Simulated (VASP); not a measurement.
Input of a VASP 6.6.1 run:

Contents of INCAR:

```
SYSTEM = Al7InAs8
ALGO = Normal
EDIFF = 1E-6
ENCUT = 520
GGA = PS
ISIF = 2
ISMEAR = -1
ISYM = 0
LASPH = .TRUE.
LCHARG = .FALSE.
LREAL = Auto
LWAVE = .FALSE.
NBANDS = 186
NELM = 80
PREC = Accurate
SIGMA = 0.05
```

File KPOINTS:

```
Automatic mesh
0
Gamma
  1 1 1
  0.25 0.25 0.25
```

The input POSCAR:

```
Al7InAs8
1.0
   11.4448089925      0.0000000000      0.0000000000
    0.0000000000     11.4448089925      0.0000000000
    0.0000000000      0.0000000000     11.4448089925
Al As In
28 32 4
Direct
    0.9980740000      0.9998010000      0.0027140000
    0.9971650000      0.9996580000      0.4985990000
    0.9989740000      0.5004360000      0.0044660000
    0.9994190000      0.4992600000      0.4964480000
    0.5015910000      0.0018920000      0.0010220000
    0.5019630000      0.0012340000      0.5006790000
    0.4999100000      0.4977600000      0.0022830000
    0.4995410000      0.4982160000      0.4984970000
    0.2519440000      0.2515850000      0.0008970000
    0.2514100000      0.2517950000      0.5006360000
    0.2497620000      0.7481420000      0.0026550000
    0.2499410000      0.7471660000      0.4985350000
    0.7477720000      0.2498550000      0.0023820000
    0.7483540000      0.2493540000      0.4985600000
    0.7504290000      0.7490870000      0.0044760000
    0.7495220000      0.7494010000      0.4964580000
    0.2521600000      0.0018420000      0.7497110000
    0.2499120000      0.4996960000      0.2505460000
    0.2523530000      0.4982970000      0.7498240000
    0.7497920000      0.9999350000      0.2505950000
    0.7485430000      0.0021200000      0.7498770000
    0.7498760000      0.4998640000      0.2503420000
    0.7480410000      0.4976920000      0.7494400000
    0.9982310000      0.2517840000      0.2502510000
    0.9984030000      0.7484680000      0.2504830000
    0.5025110000      0.2526280000      0.2506270000
    0.5001710000      0.2500660000      0.7510940000
    0.5018070000      0.7482620000      0.2503060000
    0.1187800000      0.1321820000      0.1198000000
    0.1302070000      0.1189900000      0.6180880000
    0.1242350000      0.6255760000      0.1276210000
    0.1308930000      0.6165850000      0.6192640000
    0.6243030000      0.1257150000      0.1277010000
    0.6248200000      0.1263110000      0.6262990000
    0.6248660000      0.6235560000      0.1262620000
    0.6301780000      0.6192430000      0.6182980000
    0.3757180000      0.3743440000      0.1275340000
    0.3765430000      0.3746410000      0.6261780000
    0.3821100000      0.8687470000      0.1198600000
    0.3695440000      0.8797610000      0.6184000000
    0.8735540000      0.3748840000      0.1262610000
    0.8697370000      0.3795350000      0.6186190000
    0.8755320000      0.8742700000      0.1276190000
    0.8671010000      0.8803120000      0.6198280000
    0.3837290000      0.1334840000      0.3814880000
    0.3759250000      0.1258010000      0.8758370000
    0.3760070000      0.6245300000      0.3742180000
    0.3694880000      0.6182850000      0.8816640000
    0.8747490000      0.1258770000      0.3742940000
    0.8682280000      0.1195970000      0.8816520000
    0.8747970000      0.6246260000      0.3737280000
    0.8679860000      0.6181390000      0.8812690000
    0.1253830000      0.3739380000      0.3744580000
    0.1315260000      0.3832970000      0.8829690000
    0.1177950000      0.8676280000      0.3806910000
    0.1326300000      0.8827870000      0.8830460000
    0.6259160000      0.3756980000      0.3745610000
    0.6243220000      0.3742180000      0.8758910000
    0.6241680000      0.8752630000      0.3744680000
    0.6331520000      0.8815700000      0.8829150000
    0.2508410000      0.0008860000      0.2518220000
    0.0014170000      0.2505960000      0.7520300000
    0.0012080000      0.7504170000      0.7513220000
    0.5012350000      0.7506600000      0.7519680000
```

Potentials or basis: VASP PAW PBE potentials, release 64 (Al, As, In_d).

Launch:

```bash
$ cat potpaw_PBE.64/Al/POTCAR potpaw_PBE.64/As/POTCAR potpaw_PBE.64/In_d/POTCAR > POTCAR
$ mpirun -np 1 vasp_std > vasp.out
```

Task: What does it give for the pressure?

Result: 0.2 GPa.

Task: Estimate the band gap on the k mesh.

Result: 1.89 eV.

Task: Estimate the largest force.

Result: 0.078 eV/Å.

Forces in eV/Å, atoms in the order of the input:
```
Al  -0.010  0.021  0.000
Al   0.016 -0.005 -0.002
Al   0.004  0.019  0.006
Al   0.011 -0.013  0.005
Al   0.000  0.014  0.015
Al   0.017  0.004  0.017
Al   0.012  0.015  0.015
Al   0.015 -0.001 -0.004
Al   0.011 -0.002  0.016
Al   0.006  0.008  0.013
Al   0.012  0.000  0.005
Al   0.011  0.020 -0.004
Al   0.013  0.012  0.017
Al   0.007  0.014  0.004
Al   0.003  0.009  0.005
Al   0.001  0.014  0.003
Al   0.009  0.012  0.007
Al   0.013  0.010  0.004
Al  -0.009 -0.003  0.010
Al   0.009  0.014  0.005
Al  -0.001 -0.008  0.009
Al   0.012  0.012  0.005
Al   0.006 -0.001  0.013
Al   0.010 -0.005  0.007
Al  -0.010 -0.014  0.008
Al   0.010  0.001  0.003
Al   0.006 -0.001 -0.002
Al   0.000  0.007  0.004
As  -0.002  0.028  0.011
As   0.018  0.007  0.018
As  -0.015 -0.010 -0.015
As   0.005  0.017  0.032
As  -0.015 -0.012 -0.008
As  -0.008 -0.017 -0.014
As  -0.011 -0.017 -0.021
As   0.010  0.005  0.017
As  -0.004 -0.012 -0.002
As  -0.018 -0.003 -0.008
As   0.031 -0.002  0.013
As  -0.013  0.014  0.002
As  -0.015 -0.006 -0.019
As  -0.009  0.018  0.000
As   0.004 -0.011 -0.010
As   0.004  0.013  0.005
As  -0.048 -0.040 -0.046
As  -0.003  0.001 -0.011
As  -0.014 -0.013 -0.011
As   0.015  0.022  0.004
As  -0.007 -0.017 -0.011
As   0.033  0.009  0.008
As  -0.008 -0.008 -0.016
As   0.021  0.003  0.016
As  -0.018 -0.006  0.002
As  -0.032 -0.045 -0.045
As   0.006  0.014  0.025
As  -0.029 -0.043 -0.042
As  -0.011 -0.007 -0.006
As  -0.013 -0.004 -0.011
As  -0.010 -0.004  0.000
As  -0.032 -0.047 -0.038
In   0.007  0.010 -0.001
In  -0.004  0.007 -0.005
In   0.001 -0.004  0.007
In   0.004  0.006 -0.003
```

Caveat: the PAW data sets were made with another functional, which shifts forces and pressure a little; spin-orbit coupling is left out, which moves the levels of the heavy elements; a shifted mesh leaves out Γ, where band edges can lie. A k mesh can miss the band edges.
